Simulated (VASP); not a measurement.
# FeS2 (Pnnm) in VASP: settings compared

The runs below take FeS2 through relaxation of cell and atoms, single point, with LDA, r2SCAN.

Program: VASP 6.6.1. These are calculated values, not measurements. Logs are shortened: lines on timing, memory, paths and dates and some standing lists are left out, and cuts for length are marked.

### 1 The cell of the first run

The structure is orthorhombic, space group Pnnm (No. 58). Conventional cell: a = 4.439 Å, b = 5.410 Å, c = 3.390 Å, α = 90.00°, β = 90.00°, γ = 90.00°. Within 2.9 Å of Fe (site symmetry 2/m) lie 6 S at 2.23 to 2.24 Å. Within 3.7 Å of S (site symmetry m) lie 6 Fe at 2.23 to 3.63 Å and 12 S at 2.28 to 3.39 Å.

### 2 Relaxation of cell and atoms, LDA

File INCAR:

```
PREC     = Accurate       # precision mode
ENCUT    = 600            # plane-wave cutoff, eV
EDIFF    = 1E-7           # SCF threshold, eV
ISMEAR   = -1             # smearing method
SIGMA    = 0.02           # smearing width, eV
LREAL    = False          # projectors in reciprocal space
LASPH    = True           # aspherical terms in the spheres
NELM     = 120            # most SCF steps
ALGO     = Normal         # electronic algorithm
ISIF     = 3              # what is computed and relaxed
LWAVE    = False          # write WAVECAR
LCHARG   = False          # write CHGCAR
GGA      = CA             # functional
IBRION   = 2              # ionic algorithm
NSW      = 80             # ionic steps
EDIFFG   = -0.005         # ionic threshold
GGA_COMPAT= False        
NELMIN   = 4
```

File KPOINTS:

```
regular mesh
0
Gamma
  6 4 8
```

File POSCAR:

```
FeS2
1.0
    4.4389627483      0.0000000000      0.0000000000
    0.0000000000      5.4095540197      0.0000000000
    0.0000000000      0.0000000000      3.3895163727
Fe S
2 4
Direct
    0.5000000000      0.5000000000      0.5000000000
    0.0000000000      0.0000000000      0.0000000000
    0.2937551954      0.8751795098      0.5000000000
    0.7062448046      0.1248204902      0.5000000000
    0.2062448046      0.3751795098      0.0000000000
    0.7937551954      0.6248204902      0.0000000000
```

Potentials or basis: VASP PAW LDA potentials, release 64 (Fe, S).

The run is started by

```sh
cat potpaw_LDA.64/Fe/POTCAR potpaw_LDA.64/S/POTCAR > POTCAR
mpirun -np 1 vasp_std > vasp.out
```

OUTCAR:

```text
PREC = Accurate
   ENCUT = 600
   EDIFF = 1E-7
   ISMEAR = -1
   LREAL = False
   LASPH = True
   NELM = 120
   ISIF = 3
   GGA = CA
   IBRION = 2
   NSW = 80
   EDIFFG = -0.005
   NELMIN = 4

 ion  position               nearest neighbor table
   1  0.500  0.500  0.500-   3 2.23   4 2.23   5 2.24   6 2.24   5 2.24   6 2.24
   2  0.000  0.000  0.000-   5 2.23   6 2.23   3 2.24   4 2.24   3 2.24   4 2.24
   3  0.294  0.875  0.500-   1 2.23   2 2.24   2 2.24   4 2.28
   4  0.706  0.125  0.500-   1 2.23   2 2.24   2 2.24   3 2.28
   5  0.206  0.375  0.000-   2 2.23   1 2.24   1 2.24   6 2.28
   6  0.794  0.625  0.000-   2 2.23   1 2.24   1 2.24   5 2.28

  LATTYP: Found a simple orthorhombic cell.
 ALAT       =     3.3895163727
 B/A-ratio  =     1.3096153729
 C/A-ratio  =     1.5959663341

  Lattice vectors:

 A1 = (   0.0000000000,   0.0000000000,   3.3895163727)
 A2 = (   4.4389627483,   0.0000000000,   0.0000000000)
 A3 = (   0.0000000000,   5.4095540197,   0.0000000000)

Analysis of symmetry for initial positions (statically):
=====================================================================
 Subroutine PRICEL returns:
 Original cell was already a primitive cell.

 Routine SETGRP: Setting up the symmetry group for a
 simple orthorhombic supercell.

 Subroutine GETGRP returns: Found  8 space group operations
 (whereof  4 operations were pure point group operations)
 out of a pool of  8 trial point group operations.

The static configuration has the point symmetry C_2h.
 The point group associated with its full space group is D_2h.

Analysis of symmetry for dynamics (positions and initial velocities):
=====================================================================
 Subroutine PRICEL returns:
 Original cell was already a primitive cell.

 Routine SETGRP: Setting up the symmetry group for a
 simple orthorhombic supercell.

 Subroutine GETGRP returns: Found  8 space group operations
 (whereof  4 operations were pure point group operations)
 out of a pool of  8 trial point group operations.

The dynamic configuration has the point symmetry C_2h.
 The point group associated with its full space group is D_2h.

 Subroutine INISYM returns: Found  8 space group operations
 (whereof  4 operations are pure point group operations),
 and found     1 'primitive' translations

----------------------------------------------------------------------------------------

                                     Primitive cell

  volume of cell :      81.3918

  direct lattice vectors                    reciprocal lattice vectors
     4.438962748  0.000000000  0.000000000     0.225277854  0.000000000  0.000000000
     0.000000000  5.409554020  0.000000000     0.000000000  0.184858123  0.000000000
     0.000000000  0.000000000  3.389516373     0.000000000  0.000000000  0.295027340

  length of vectors
     4.438962748  5.409554020  3.389516373     0.225277854  0.184858123  0.295027340

  position of ions in fractional coordinates (direct lattice)
     0.500000000  0.500000000  0.500000000
     0.000000000  0.000000000  0.000000000
     0.293755195  0.875179510  0.500000000
     0.706244805  0.124820490  0.500000000
     0.206244805  0.375179510  0.000000000
     0.793755195  0.624820490  0.000000000

  ion indices of the primitive-cell ions
   primitive index   ion index
                 1           1
                 2           2
                 3           3
                 4           4
                 5           5
                 6           6

----------------------------------------------------------------------------------------

 KPOINTS: regular mesh

Automatic generation of k-mesh.
 Grid dimensions read from file:
 generate k-points for:    6    4    8

 Generating k-lattice:

  Cartesian coordinates                     Fractional coordinates (reciprocal lattice)
     0.037546309  0.000000000  0.000000000     0.166666667  0.000000000  0.000000000
     0.000000000  0.046214531  0.000000000     0.000000000  0.250000000  0.000000000
     0.000000000  0.000000000  0.036878418     0.000000000  0.000000000  0.125000000

  Length of vectors
     0.037546309  0.046214531  0.036878418

  Shift w.r.t. Gamma in fractional coordinates (k-lattice)
     0.000000000  0.000000000  0.000000000

 Subroutine IBZKPT returns following result:
 ===========================================

 Found     60 irreducible k-points:

 Following reciprocal coordinates:
            Coordinates               Weight
  0.000000  0.000000  0.000000      1.000000
  0.166667  0.000000  0.000000      2.000000
  0.333333  0.000000  0.000000      2.000000
  0.500000  0.000000  0.000000      1.000000
  0.000000  0.250000  0.000000      2.000000
  0.166667  0.250000  0.000000      4.000000
[... 16 lines left out ...]
  0.333333  0.500000  0.125000      4.000000
  0.500000  0.500000  0.125000      2.000000
 [... further k-points ...]
   k-points           NKPTS =     60   k-points in BZ     NKDIM =     60   number of bands    NBANDS=     24
   number of dos      NEDOS =    301   number of ions     NIONS =      6
   total plane-waves  NPLWV =  48384
   dimension x,y,z NGX =    36 NGY =   48 NGZ =   28
   dimension x,y,z NGXF=    72 NGYF=   96 NGZF=   56
   ions per type =               2   4
   NGX,Y,Z   is equivalent  to a cutoff of  13.48, 14.75, 13.73 a.u.
   NGXF,Y,Z  is equivalent  to a cutoff of  26.97, 29.50, 27.47 a.u.
 SYSTEM =  unknown system
   PREC   = accura    normal or accurate (medium, high low for compatibility)
   ISTART =      0    job   : 0-new  1-cont  2-samecut
   ICHARG =      2    charge: 1-file 2-atom 10-const
   ISPIN  =      1    spin polarized calculation?
   LNONCOLLINEAR =      F non collinear calculations
   LSORBIT =      F    spin-orbit coupling
   LASPH  =      T    aspherical Exc in radial PAW
   ENCUT  =  600.0 eV  44.10 Ry    6.64 a.u.   8.87 10.80  6.77*2*pi/ulx,y,z
   NELM   =    120;   NELMIN=  4; NELMDL= -5     # of ELM steps
   EDIFF  = 0.1E-06   stopping-criterion for ELM
   LREAL  =      F    real-space projection
   EDIFFG = -.5E-02   stopping-criterion for IOM
   NSW    =     80    number of steps for IOM
   IBRION =      2    ionic relax: 0-MD 1-quasi-New 2-CG
   NFREE  =      1    steps in history (QN), initial steepest desc. (CG)
   ISIF   =      3    stress and relaxation
   ISYM   =      2    0-nonsym 1-usesym 2-fastsym
   POTIM  = 0.5000    time-step for ionic-motion
   TEBEG  =    0.0;   TEEND  =   0.0 temperature during run
   PSTRESS=    0.0 pullay stress
   NELECT =      40.0000    total number of electrons
   NUPDOWN=      -1.0000    fix difference up-down
   EMIN   =  10.00;   EMAX   =-10.00  energy-range for DOS
   EFERMI =   0.00;   METHOD = LEGACY
   ISMEAR =    -1;   SIGMA  =   0.02  broadening in eV -4-tet -1-fermi 0-gaus
   EFERMI_NEDOS =   21; number of points for ismear=-14 and -15
   IALGO  =     38    algorithm
   IMIX   =      4    mixing-type and parameters
     AMIX     =   0.40;   BMIX     =  1.00
     AMIX_MAG =   1.60;   BMIX_MAG =  1.00
  volume/ion in A,a.u.               =      13.57        91.54
  Fermi-wavevector in a.u.,A,eV,Ry     =   1.291917  2.441369 22.708796  1.669049
  Thomas-Fermi vector in A             =   2.423657
   LORBIT       =      0    0 simple, 1 ext, 2 COOP (PROOUT), +10 PAW based schemes
   GGA     = CA    functional components
   LHFCALC =     F    Hartree Fock is set to
   AEXX    =    0.0000 exact exchange contribution
   IVDW    =     0    specifies the selected vdW correction
   LEPSILON=     F    determine dielectric tensor
   LRPA    =     F    only Hartree local field effects (RPA)
 conjugate gradient relaxation of ions
 non-spin polarized calculation
  energy-cutoff  :      600.00
  volume of cell :       81.39
 maximum number of plane-waves:      2764
 NGX is ok and might be reduce to    36
   NGX = 17   NGY = 21   NGZ = 13

--------------------------------------- Ionic step        1  -------------------------------------------

 number of electron      39.9999998 magnetization

 Free energy of the ion-electron system (eV)
  ---------------------------------------------------
  ext. energy  EPLUGINS =         0.00000000
  ---------------------------------------------------
  free energy    TOTEN  =       -41.87419957 eV

  energy without entropy =      -41.87419957  energy(sigma->0) =      -41.87419957

------------------------ aborting loop because EDIFF is reached ----------------------------------------

  FORCE on cell =-STRESS in cart. coord.  units (eV):
  Direction    XX          YY          ZZ          XY          YZ          ZX
  --------------------------------------------------------------------------------------
  -------------------------------------------------------------------------------------
  Total       -5.1815611     -5.3681411     -5.3967161     -0.0000000      0.0000000      0.0000000
  in kB     -101.9977312   -105.6705100   -106.2330016     -0.0000000      0.0000000      0.0000000
  external PRESSURE =    -104.6337476 kB  Pullay stress =       0.0000000 kB
[... 101 lines left out ...]
  FREE ENERGIE OF THE ION-ELECTRON SYSTEM (eV)
  ---------------------------------------------------
  free  energy   TOTEN  =       -42.0504327581 eV

  energy  without entropy=      -42.0504327581  energy(sigma->0) =      -42.05043276

[... ionic steps 4 to 7 ...]

--------------------------------------- Ionic step        8  -------------------------------------------

 number of electron      39.9999995 magnetization

------------------------ aborting loop because EDIFF is reached ----------------------------------------

  FORCE on cell =-STRESS in cart. coord.  units (eV):
  Direction    XX          YY          ZZ          XY          YZ          ZX
  --------------------------------------------------------------------------------------
  -------------------------------------------------------------------------------------
  Total       -0.0089428     -0.0123716     -0.0009120      0.0000000      0.0000000      0.0000000
  in kB       -0.1877210     -0.2596973     -0.0191431      0.0000000      0.0000000      0.0000000
  external PRESSURE =      -0.1555204 kB  Pullay stress =       0.0000000 kB
[... 65 lines left out ...]
  energy  without entropy=      -42.0512650331  energy(sigma->0) =      -42.05126503

--------------------------------------- Ionic step       10  -------------------------------------------

 number of electron      39.9999995 magnetization

 Free energy of the ion-electron system (eV)
  ---------------------------------------------------
  ext. energy  EPLUGINS =         0.00000000
  ---------------------------------------------------
  free energy    TOTEN  =       -42.05126640 eV

  energy without entropy =      -42.05126640  energy(sigma->0) =      -42.05126640

 E-fermi :   8.9119     XC(G=0): -12.2792

 val. band max:        8.4744548829   @ k =   0.1667   0.0000   0.2500
 cond. band min:       9.4119152657   @ k =   0.0000   0.5000   0.5000
 fundamental gap:      0.9374603828
 Fermi energy:         8.9118610971

 k-point     1 :       0.0000    0.0000    0.0000
  band No.  band energies     occupation
      1      -8.6818      2.00000
      2      -6.0182      2.00000
      3      -4.1865      2.00000
      4      -3.2809      2.00000
      5       0.4114      2.00000
      6       2.0319      2.00000
[... 637 lines left out ...]
     23      10.3471      0.00000
     24      10.3471      0.00000

 [... further k-points ...]
[... 5 lines left out ...]
  --------------------------------------------------------------------------------------
  -------------------------------------------------------------------------------------
  Total       -0.0098486      0.0016143     -0.0032536      0.0000000      0.0000000      0.0000000
  in kB       -0.2067379      0.0338861     -0.0682992      0.0000000      0.0000000      0.0000000
  external PRESSURE =      -0.0803837 kB  Pullay stress =       0.0000000 kB
[... 21 lines left out ...]
  FREE ENERGIE OF THE ION-ELECTRON SYSTEM (eV)
  ---------------------------------------------------
  free  energy   TOTEN  =       -42.0512664018 eV

  energy  without entropy=      -42.0512664018  energy(sigma->0) =      -42.05126640

 reached required accuracy - stopping structural energy minimisation
```

Run time: 6.3 min. Hardware: 1 thread of Intel Xeon 6975P-C (Granite Rapids), shared host; peak memory 0.26 GiB.

What came out:

```yaml
Free_energy: -42.0513 eV
Relaxed_volume: 12.72 Å³/atom
Relaxed_cell: a = 4.337 Å, b = 5.298 Å, c = 3.322 Å, α = 90.00°, β = 90.00°, γ = 90.00°
Space_group_after_relaxing_to_0.1_Å: Pnnm (No. 58)
Energy_gained_by_relaxing: 29.5 meV/atom
Ionic_steps: 10
Pressure_after_relaxing: 0.0 GPa
Band_gap_on_the_k_mesh: 0.94 eV (least direct gap 1.30 eV)
```

Forces in eV/Å, atoms in the order of the input:
```
Fe   0.000  0.000  0.000
Fe   0.000  0.000  0.000
S   -0.002 -0.001  0.000
S    0.002  0.001  0.000
S    0.002 -0.001  0.000
S   -0.002  0.001  0.000
```

The path:
| step | energy change (eV) | largest force (eV/Å) | pressure (GPa) | volume (Å³) |
| --- | --- | --- | --- | --- |
| 1 | 0.0000 | 0.1596 | -10.46 | 81.39 |
| 2 | 0.0424 | 0.2637 | 14.92 | 71.40 |
| 3 | -0.1762 | 0.0489 | -0.14 | 76.41 |
| 4 | -0.1763 | 0.0503 | 0.08 | 76.32 |
| 5 | -0.1770 | 0.0129 | 0.10 | 76.29 |
| 6 | -0.1770 | 0.0095 | 0.09 | 76.28 |
| 7 | -0.1771 | 0.0065 | -0.07 | 76.35 |
| 8 | -0.1771 | 0.0073 | -0.02 | 76.33 |
| 9 | -0.1771 | 0.0072 | -0.03 | 76.33 |
| 10 | -0.1771 | 0.0022 | -0.01 | 76.32 |

Final structure:
```
CELL_PARAMETERS angstrom
4.33660 0.00000 0.00000
0.00000 5.29849 0.00000
0.00000 0.00000 3.32171
ATOMIC_POSITIONS crystal
Fe 0.50000 0.50000 0.50000
Fe 0.00000 0.00000 0.00000
S 0.29309 0.87443 0.50000
S 0.70691 0.12557 0.50000
S 0.20691 0.37443 0.00000
S 0.79309 0.62557 0.00000
```

Levels at points of the mesh, in eV from the valence-band top:
| k point | band 17 | band 18 | band 19 | band 20 | band 21 | band 22 | band 23 | band 24 |
| --- | --- | --- | --- | --- | --- | --- | --- | --- |
| (0.00, 0.00, 0.00) | -1.08 | -0.90 | -0.89 | -0.54 | 1.13 | 1.54 | 2.92 | 3.32 |
| (0.50, 0.00, 0.00) | -0.76 | -0.76 | -0.13 | -0.13 | 1.95 | 1.95 | 1.96 | 1.96 |
| (0.00, 0.50, 0.00) | -0.92 | -0.92 | -0.38 | -0.38 | 1.16 | 1.16 | 2.64 | 2.64 |
| (0.50, 0.50, 0.00) | -1.23 | -1.23 | -1.09 | -1.09 | 1.55 | 1.55 | 2.14 | 2.14 |
| (0.00, 0.00, 0.50) | -1.02 | -1.02 | -0.50 | -0.50 | 1.62 | 1.62 | 1.84 | 1.84 |
| (0.50, 0.00, 0.50) | -0.87 | -0.87 | -0.40 | -0.40 | 1.60 | 1.60 | 2.03 | 2.03 |
| (0.00, 0.50, 0.50) | -1.68 | -1.68 | -0.46 | -0.46 | 0.94 | 0.94 | 2.36 | 2.36 |
| (0.50, 0.50, 0.50) | -0.70 | -0.70 | -0.43 | -0.43 | 1.66 | 1.66 | 2.27 | 2.27 |

A k mesh can miss the band edges. Spin polarisation is off, so any magnetic state and its effect on volume and gap are missing.

(Continued in part 2 of 2.)
